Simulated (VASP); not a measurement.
# RuSe (F-43m) in VASP: notebook

RuSe is run at these levels: PBE; tasks: single point.

Program: VASP 6.6.1. These are calculated values, not measurements. Logs are shortened: lines on timing, memory, paths and dates and some standing lists are left out, and cuts for length are marked.

**1. The cell of the first run**

It takes space group F-43m (No. 216, cubic). The conventional cell has a = 5.401 Å, b = 5.401 Å, c = 5.401 Å, α = 90.00°, β = 90.00°, γ = 90.00°. Within 3.1 Å of Ru (site symmetry -43m) lie 4 Se at 2.34 Å. Within 3.1 Å of Se (site symmetry -43m) lie 4 Ru at 2.34 Å.

**2. Single point, PBE (volume scaled by 0.945)**

Input file INCAR:

```
PREC = Accurate ; ENCUT = 520
EDIFF = 1E-6 ; ISMEAR = 0
SIGMA = 0.05 ; LREAL = False
LASPH = True ; NELM = 80
ALGO = Normal ; ISIF = 2
LWAVE = False ; LCHARG = False
GGA = PE ; NBANDS = 17
```

Input file KPOINTS:

```
Automatic mesh
0
Gamma
  10 10 10
```

Input file POSCAR:

```
RuSe
1.0
    0.0000000000      2.7006108096      2.7006108096
    2.7006108096      0.0000000000      2.7006108096
    2.7006108096      2.7006108096      0.0000000000
Ru Se
1 1
Direct
    0.0000000000      0.0000000000      0.0000000000
    0.2500000000      0.2500000000      0.2500000000
```

Potentials or basis: VASP PAW PBE potentials, release 64 (Ru_pv, Se).

Started as:

```console
> cat potpaw_PBE.64/Ru_pv/POTCAR potpaw_PBE.64/Se/POTCAR > POTCAR
> mpirun -np 1 vasp_std > vasp.out
```

OUTCAR:

```text
PREC = Accurate
   ENCUT = 520
   EDIFF = 1E-6
   ISMEAR = 0
   LREAL = False
   LASPH = True
   NELM = 80
   ISIF = 2
   GGA = PE

 ion  position               nearest neighbor table
   1  0.000  0.000  0.000-   2 2.34   2 2.34   2 2.34   2 2.34
   2  0.250  0.250  0.250-   1 2.34   1 2.34   1 2.34   1 2.34

  LATTYP: Found a face centered cubic cell.
 ALAT       =     5.4012216192

  Lattice vectors:

 A1 = (   0.0000000000,   2.7006108096,   2.7006108096)
 A2 = (   2.7006108096,   0.0000000000,   2.7006108096)
 A3 = (   2.7006108096,   2.7006108096,   0.0000000000)

Analysis of symmetry for initial positions (statically):
=====================================================================
 Subroutine PRICEL returns:
 Original cell was already a primitive cell.

 Routine SETGRP: Setting up the symmetry group for a
 face centered cubic supercell.

 Subroutine GETGRP returns: Found 24 space group operations
 (whereof 24 operations were pure point group operations)
 out of a pool of 48 trial point group operations.

The static configuration has the point symmetry T_d .

Analysis of symmetry for dynamics (positions and initial velocities):
=====================================================================
 Subroutine PRICEL returns:
 Original cell was already a primitive cell.

 Routine SETGRP: Setting up the symmetry group for a
 face centered cubic supercell.

 Subroutine GETGRP returns: Found 24 space group operations
 (whereof 24 operations were pure point group operations)
 out of a pool of 48 trial point group operations.

The dynamic configuration has the point symmetry T_d .

 Subroutine INISYM returns: Found 24 space group operations
 (whereof 24 operations are pure point group operations),
 and found     1 'primitive' translations

----------------------------------------------------------------------------------------

                                     Primitive cell

  volume of cell :      39.3927

  direct lattice vectors                    reciprocal lattice vectors
     0.000000000  2.700610810  2.700610810    -0.185143301  0.185143301  0.185143301
     2.700610810  0.000000000  2.700610810     0.185143301 -0.185143301  0.185143301
     2.700610810  2.700610810  0.000000000     0.185143301  0.185143301 -0.185143301

  length of vectors
     3.819240434  3.819240434  3.819240434     0.320677604  0.320677604  0.320677604

[... 72 lines left out ...]
   ISTART =      0    job   : 0-new  1-cont  2-samecut
   ICHARG =      2    charge: 1-file 2-atom 10-const
   ISPIN  =      1    spin polarized calculation?
   LNONCOLLINEAR =      F non collinear calculations
   LSORBIT =      F    spin-orbit coupling
   LASPH  =      T    aspherical Exc in radial PAW
   ENCUT  =  520.0 eV  38.22 Ry    6.18 a.u.   7.10  7.10  7.10*2*pi/ulx,y,z
   NELM   =     80;   NELMIN=  2; NELMDL= -5     # of ELM steps
   EDIFF  = 0.1E-05   stopping-criterion for ELM
   LREAL  =      F    real-space projection
   EDIFFG = 0.1E-04   stopping-criterion for IOM
   NSW    =      0    number of steps for IOM
   IBRION =     -1    ionic relax: 0-MD 1-quasi-New 2-CG
   NFREE  =      0    steps in history (QN), initial steepest desc. (CG)
   ISIF   =      2    stress and relaxation
   ISYM   =      2    0-nonsym 1-usesym 2-fastsym
   POTIM  = 0.5000    time-step for ionic-motion
   TEBEG  =    0.0;   TEEND  =   0.0 temperature during run
   PSTRESS=    0.0 pullay stress
   NELECT =      20.0000    total number of electrons
   NUPDOWN=      -1.0000    fix difference up-down
   EMIN   =  10.00;   EMAX   =-10.00  energy-range for DOS
   EFERMI =   0.00;   METHOD = LEGACY
   ISMEAR =     0;   SIGMA  =   0.05  broadening in eV -4-tet -1-fermi 0-gaus
   EFERMI_NEDOS =   21; number of points for ismear=-14 and -15
   IALGO  =     38    algorithm
   IMIX   =      4    mixing-type and parameters
     AMIX     =   0.40;   BMIX     =  1.00
     AMIX_MAG =   1.60;   BMIX_MAG =  1.00
  volume/ion in A,a.u.               =      19.70       132.92
  Fermi-wavevector in a.u.,A,eV,Ry     =   1.306009  2.467999 23.206906  1.705659
  Thomas-Fermi vector in A             =   2.436840
   LORBIT       =      0    0 simple, 1 ext, 2 COOP (PROOUT), +10 PAW based schemes
   GGA     = PE    functional components
   LHFCALC =     F    Hartree Fock is set to
   AEXX    =    0.0000 exact exchange contribution
   IVDW    =     0    specifies the selected vdW correction
   LEPSILON=     F    determine dielectric tensor
   LRPA    =     F    only Hartree local field effects (RPA)
 non-spin polarized calculation
 Gauss-broadening in eV      SIGMA  =   0.05
  energy-cutoff  :      520.00
  volume of cell :       39.39
 maximum number of plane-waves:      1073
   NGX = 15   NGY = 15   NGZ = 15

 number of electron      19.9999992 magnetization

 Free energy of the ion-electron system (eV)
  ---------------------------------------------------
  ext. energy  EPLUGINS =         0.00000000
  ---------------------------------------------------
  free energy    TOTEN  =       -12.37002243 eV

  energy without entropy =      -12.36765628  energy(sigma->0) =      -12.36883935

 E-fermi :   7.0195     XC(G=0): -10.8569

 val. band max:        7.0164886348   @ k =   0.5000   0.4000   0.0000
 cond. band min:       7.0204216042   @ k =   0.4000   0.2000   0.1000
 fundamental gap:      0.0039329694
 Fermi energy:         7.0195268935

 k-point     1 :       0.0000    0.0000    0.0000
  band No.  band energies     occupation
      1     -35.6134      2.00000
      2     -35.6134      2.00000
      3     -35.6134      2.00000
      4      -8.2895      2.00000
      5       1.4416      2.00000
      6       1.4416      2.00000
[... 457 lines left out ...]
      4      -7.4235      2.00000
      5       0.5219      2.00000
      6       2.2510      2.00000
[... 9 lines left out ...]
     16      17.7908      0.00000
     17      18.6367      0.00000

 [... further k-points ...]
[... 5 lines left out ...]
  --------------------------------------------------------------------------------------
  -------------------------------------------------------------------------------------
  Total        1.9243712      1.9243712      1.9243712      0.0000000      0.0000000      0.0000000
  in kB       78.2678537     78.2678537     78.2678537      0.0000000      0.0000000      0.0000000
  external PRESSURE =      78.2678537 kB  Pullay stress =       0.0000000 kB

 VOLUME and BASIS-vectors are now :
 -----------------------------------------------------------------------------
  energy-cutoff  :      520.00
  volume of cell :       39.39
      direct lattice vectors                 reciprocal lattice vectors
     0.000000000  2.700610810  2.700610810    -0.185143301  0.185143301  0.185143301
     2.700610810  0.000000000  2.700610810     0.185143301 -0.185143301  0.185143301
     2.700610810  2.700610810  0.000000000     0.185143301  0.185143301 -0.185143301

 POSITION                                       TOTAL-FORCE (eV/Angst)
 -----------------------------------------------------------------------------------
      0.00000      0.00000      0.00000         0.000000      0.000000      0.000000
      1.35031      1.35031      1.35031        -0.000000     -0.000000     -0.000000
 -----------------------------------------------------------------------------------
    total drift:                               -0.000000     -0.000000     -0.000000

  FREE ENERGIE OF THE ION-ELECTRON SYSTEM (eV)
  ---------------------------------------------------
  free  energy   TOTEN  =       -12.3700224281 eV

  energy  without entropy=      -12.3676562798  energy(sigma->0) =      -12.36883935
```

OSZICAR:

```text
N       E                     dE             d eps       ncg     rms          rms(c)
DAV:   1     0.147859804410E+03    0.14786E+03   -0.11222E+04  1638   0.111E+03
DAV:   2    -0.877833999980E+01   -0.15664E+03   -0.15280E+03  1781   0.304E+02
DAV:   3    -0.125445100806E+02   -0.37662E+01   -0.37400E+01  2079   0.485E+01
DAV:   4    -0.125696771440E+02   -0.25167E-01   -0.25152E-01  1858   0.396E+00
DAV:   5    -0.125700390145E+02   -0.36187E-03   -0.36179E-03  2205   0.409E-01    0.123E+01
DAV:   6    -0.124155825548E+02    0.15446E+00   -0.84796E-01  1678   0.881E+00    0.545E+00
DAV:   7    -0.123807918816E+02    0.34791E-01   -0.16617E-01  1700   0.399E+00    0.391E+00
DAV:   8    -0.123697674255E+02    0.11024E-01   -0.26734E-02  1808   0.163E+00    0.206E-01
DAV:   9    -0.123698791731E+02   -0.11175E-03   -0.97783E-04  2054   0.221E-01    0.130E-01
DAV:  10    -0.123700205851E+02   -0.14141E-03   -0.11606E-04  1750   0.707E-02    0.174E-02
DAV:  11    -0.123700218914E+02   -0.13063E-05   -0.28082E-06  2060   0.131E-02    0.506E-03
DAV:  12    -0.123700224281E+02   -0.53668E-06   -0.19052E-06  1719   0.937E-03
   1 F= -.12370022E+02 E0= -.12368839E+02  d E =-.236615E-02
```

It took 52 s on 1 thread of AMD EPYC 7R13, shared host; peak memory 0.15 GiB.

What came out:

| Quantity | Value |
| --- | --- |
| Free energy | -12.3700 eV |
| Pressure | 7.8 GPa |
| Band gap on the k mesh | zero (band 10 reaches 9.24 eV, above the bottom of band 11 at 6.56 eV) |

**3. Single point, PBE (volume scaled by 0.980)**

Input file INCAR:

```
  PREC = Accurate
  ENCUT = 520
  EDIFF = 1E-6
  ISMEAR = 0
  SIGMA = 0.05
  LREAL = F
  LASPH = T
  NELM = 80
  ALGO = Normal
  ISIF = 2
  LWAVE = F
  LCHARG = F
  GGA = PE
  NBANDS = 17
```

KPOINTS is that of step 2.

Input file POSCAR:

```
RuSe
1.0
    0.0000000000      2.7335483339      2.7335483339
    2.7335483339      0.0000000000      2.7335483339
    2.7335483339      2.7335483339      0.0000000000
Ru Se
1 1
Direct
    0.0000000000      0.0000000000      0.0000000000
    0.2500000000      0.2500000000      0.2500000000
```

Potentials or basis: VASP PAW PBE potentials, release 64 (Ru_pv, Se).

Started as:

```console
> cat potpaw_PBE.64/Ru_pv/POTCAR potpaw_PBE.64/Se/POTCAR > POTCAR
> mpirun -np 1 vasp_std > vasp.out
```

OUTCAR:

```text
PREC = Accurate
   ENCUT = 520
   EDIFF = 1E-6
   ISMEAR = 0
   LREAL = F
   LASPH = T
   NELM = 80
   ISIF = 2
   GGA = PE

 ion  position               nearest neighbor table
   1  0.000  0.000  0.000-   2 2.37   2 2.37   2 2.37   2 2.37
   2  0.250  0.250  0.250-   1 2.37   1 2.37   1 2.37   1 2.37

  LATTYP: Found a face centered cubic cell.
 ALAT       =     5.4670966678

  Lattice vectors:

 A1 = (   0.0000000000,   2.7335483339,   2.7335483339)
 A2 = (   2.7335483339,   0.0000000000,   2.7335483339)
 A3 = (   2.7335483339,   2.7335483339,   0.0000000000)

Analysis of symmetry for initial positions (statically):
=====================================================================
 Subroutine PRICEL returns:
 Original cell was already a primitive cell.

 Routine SETGRP: Setting up the symmetry group for a
 face centered cubic supercell.

 Subroutine GETGRP returns: Found 24 space group operations
 (whereof 24 operations were pure point group operations)
 out of a pool of 48 trial point group operations.

The static configuration has the point symmetry T_d .

Analysis of symmetry for dynamics (positions and initial velocities):
=====================================================================
 Subroutine PRICEL returns:
 Original cell was already a primitive cell.

 Routine SETGRP: Setting up the symmetry group for a
 face centered cubic supercell.

 Subroutine GETGRP returns: Found 24 space group operations
 (whereof 24 operations were pure point group operations)
 out of a pool of 48 trial point group operations.

The dynamic configuration has the point symmetry T_d .

 Subroutine INISYM returns: Found 24 space group operations
 (whereof 24 operations are pure point group operations),
 and found     1 'primitive' translations

----------------------------------------------------------------------------------------

                                     Primitive cell

  volume of cell :      40.8517

  direct lattice vectors                    reciprocal lattice vectors
     0.000000000  2.733548334  2.733548334    -0.182912442  0.182912442  0.182912442
     2.733548334  0.000000000  2.733548334     0.182912442 -0.182912442  0.182912442
     2.733548334  2.733548334  0.000000000     0.182912442  0.182912442 -0.182912442

  length of vectors
     3.865821127  3.865821127  3.865821127     0.316813642  0.316813642  0.316813642

  position of ions in fractional coordinates (direct lattice)
     0.000000000  0.000000000  0.000000000
     0.250000000  0.250000000  0.250000000

  ion indices of the primitive-cell ions
   primitive index   ion index
                 1           1
                 2           2

----------------------------------------------------------------------------------------

 KPOINTS: Automatic mesh

Automatic generation of k-mesh.
 Grid dimensions read from file:
 generate k-points for:   10   10   10

 Generating k-lattice:

  Cartesian coordinates                     Fractional coordinates (reciprocal lattice)
    -0.018291244  0.018291244  0.018291244     0.100000000  0.000000000  0.000000000
     0.018291244 -0.018291244  0.018291244     0.000000000  0.100000000  0.000000000
     0.018291244  0.018291244 -0.018291244     0.000000000  0.000000000  0.100000000

  Length of vectors
     0.031681364  0.031681364  0.031681364

  Shift w.r.t. Gamma in fractional coordinates (k-lattice)
     0.000000000  0.000000000  0.000000000

 Subroutine IBZKPT returns following result:
 ===========================================

 Found     47 irreducible k-points:

 Following reciprocal coordinates:
            Coordinates               Weight
  0.000000  0.000000  0.000000      1.000000
  0.100000  0.000000  0.000000      8.000000
  0.200000  0.000000  0.000000      8.000000
  0.300000  0.000000  0.000000      8.000000
  0.400000  0.000000  0.000000      8.000000
  0.500000  0.000000  0.000000      4.000000
[... 16 lines left out ...]
  0.300000  0.300000  0.000000      6.000000
  0.400000  0.300000  0.000000     24.000000
 [... further k-points ...]
   k-points           NKPTS =     47   k-points in BZ     NKDIM =     47   number of bands    NBANDS=     17
   number of dos      NEDOS =    301   number of ions     NIONS =      2
   total plane-waves  NPLWV =  27000
   dimension x,y,z NGX =    30 NGY =   30 NGZ =   30
   dimension x,y,z NGXF=    60 NGYF=   60 NGZF=   60
   ions per type =               1   1
   NGX,Y,Z   is equivalent  to a cutoff of  12.90, 12.90, 12.90 a.u.
   NGXF,Y,Z  is equivalent  to a cutoff of  25.80, 25.80, 25.80 a.u.
 SYSTEM =  unknown system
   PREC   = accura    normal or accurate (medium, high low for compatibility)
   ISTART =      0    job   : 0-new  1-cont  2-samecut
   ICHARG =      2    charge: 1-file 2-atom 10-const
   ISPIN  =      1    spin polarized calculation?
   LNONCOLLINEAR =      F non collinear calculations
   LSORBIT =      F    spin-orbit coupling
   LASPH  =      T    aspherical Exc in radial PAW
   ENCUT  =  520.0 eV  38.22 Ry    6.18 a.u.   7.19  7.19  7.19*2*pi/ulx,y,z
   NELM   =     80;   NELMIN=  2; NELMDL= -5     # of ELM steps
   EDIFF  = 0.1E-05   stopping-criterion for ELM
   LREAL  =      F    real-space projection
   EDIFFG = 0.1E-04   stopping-criterion for IOM
   NSW    =      0    number of steps for IOM
   IBRION =     -1    ionic relax: 0-MD 1-quasi-New 2-CG
   NFREE  =      0    steps in history (QN), initial steepest desc. (CG)
   ISIF   =      2    stress and relaxation
   ISYM   =      2    0-nonsym 1-usesym 2-fastsym
   POTIM  = 0.5000    time-step for ionic-motion
   TEBEG  =    0.0;   TEEND  =   0.0 temperature during run
   PSTRESS=    0.0 pullay stress
   NELECT =      20.0000    total number of electrons
   NUPDOWN=      -1.0000    fix difference up-down
   EMIN   =  10.00;   EMAX   =-10.00  energy-range for DOS
   EFERMI =   0.00;   METHOD = LEGACY
   ISMEAR =     0;   SIGMA  =   0.05  broadening in eV -4-tet -1-fermi 0-gaus
   EFERMI_NEDOS =   21; number of points for ismear=-14 and -15
   IALGO  =     38    algorithm
   IMIX   =      4    mixing-type and parameters
     AMIX     =   0.40;   BMIX     =  1.00
     AMIX_MAG =   1.60;   BMIX_MAG =  1.00
  volume/ion in A,a.u.               =      20.43       137.84
  Fermi-wavevector in a.u.,A,eV,Ry     =   1.290272  2.438261 22.651018  1.664803
  Thomas-Fermi vector in A             =   2.422114
   LORBIT       =      0    0 simple, 1 ext, 2 COOP (PROOUT), +10 PAW based schemes
   GGA     = PE    functional components
   LHFCALC =     F    Hartree Fock is set to
   AEXX    =    0.0000 exact exchange contribution
   IVDW    =     0    specifies the selected vdW correction
   LEPSILON=     F    determine dielectric tensor
   LRPA    =     F    only Hartree local field effects (RPA)
 non-spin polarized calculation
 Gauss-broadening in eV      SIGMA  =   0.05
  energy-cutoff  :      520.00
  volume of cell :       40.85
 maximum number of plane-waves:      1113
 NGX is ok and might be reduce to    30
   NGX = 15   NGY = 15   NGZ = 15

 number of electron      20.0000001 magnetization

 Free energy of the ion-electron system (eV)
  ---------------------------------------------------
  ext. energy  EPLUGINS =         0.00000000
  ---------------------------------------------------
  free energy    TOTEN  =       -12.41716512 eV

  energy without entropy =      -12.41457980  energy(sigma->0) =      -12.41587246

 E-fermi :   6.5755     XC(G=0): -10.6720

 val. band max:        6.5721446383   @ k =   0.5000   0.4000   0.0000
 cond. band min:       6.5767062223   @ k =   0.4000   0.2000   0.1000
 fundamental gap:      0.0045615840
 Fermi energy:         6.5755049970

 k-point     1 :       0.0000    0.0000    0.0000
  band No.  band energies     occupation
      1     -35.9948      2.00000
      2     -35.9948      2.00000
      3     -35.9948      2.00000
      4      -8.5225      2.00000
      5       1.2029      2.00000
      6       1.2029      2.00000
[... 9 lines left out ...]
     16      14.2098      0.00000
     17      18.1801      0.00000
[... 441 lines left out ...]
 k-point    24 :       0.4000    0.3000    0.0000
  band No.  band energies     occupation
      1     -36.0192      2.00000
      2     -36.0042      2.00000
      3     -36.0033      2.00000
      4      -7.7203      2.00000
      5       0.3095      2.00000
      6       1.9580      2.00000
[... 9 lines left out ...]
     16      17.1844      0.00000
     17      18.2485      0.00000

 [... further k-points ...]

------------------------ aborting loop because EDIFF is reached ----------------------------------------

  FORCE on cell =-STRESS in cart. coord.  units (eV):
  Direction    XX          YY          ZZ          XY          YZ          ZX
  --------------------------------------------------------------------------------------
  -------------------------------------------------------------------------------------
  Total        0.6680785      0.6680785      0.6680785      0.0000000     -0.0000000     -0.0000000
  in kB       26.2016012     26.2016012     26.2016012      0.0000000     -0.0000000     -0.0000000
  external PRESSURE =      26.2016012 kB  Pullay stress =       0.0000000 kB

 VOLUME and BASIS-vectors are now :
 -----------------------------------------------------------------------------
  energy-cutoff  :      520.00
  volume of cell :       40.85
      direct lattice vectors                 reciprocal lattice vectors
     0.000000000  2.733548334  2.733548334    -0.182912442  0.182912442  0.182912442
     2.733548334  0.000000000  2.733548334     0.182912442 -0.182912442  0.182912442
     2.733548334  2.733548334  0.000000000     0.182912442  0.182912442 -0.182912442

 POSITION                                       TOTAL-FORCE (eV/Angst)
 -----------------------------------------------------------------------------------
      0.00000      0.00000      0.00000         0.000000      0.000000      0.000000
      1.36677      1.36677      1.36677        -0.000000     -0.000000     -0.000000
 -----------------------------------------------------------------------------------
    total drift:                                0.000001      0.000001      0.000001

  FREE ENERGIE OF THE ION-ELECTRON SYSTEM (eV)
  ---------------------------------------------------
  free  energy   TOTEN  =       -12.4171651198 eV

  energy  without entropy=      -12.4145797976  energy(sigma->0) =      -12.41587246
```

Wall time 61 s (1 thread of AMD EPYC 7R13, shared host); peak memory 0.16 GiB.

Results:

```
Free energy            : -12.4172 eV
Pressure               : 2.6 GPa
Band gap on the k mesh : zero (band 10 reaches 8.69 eV, above the bottom of band 11 at 6.16 eV)
```

(Part 1 of 2 ends here.)
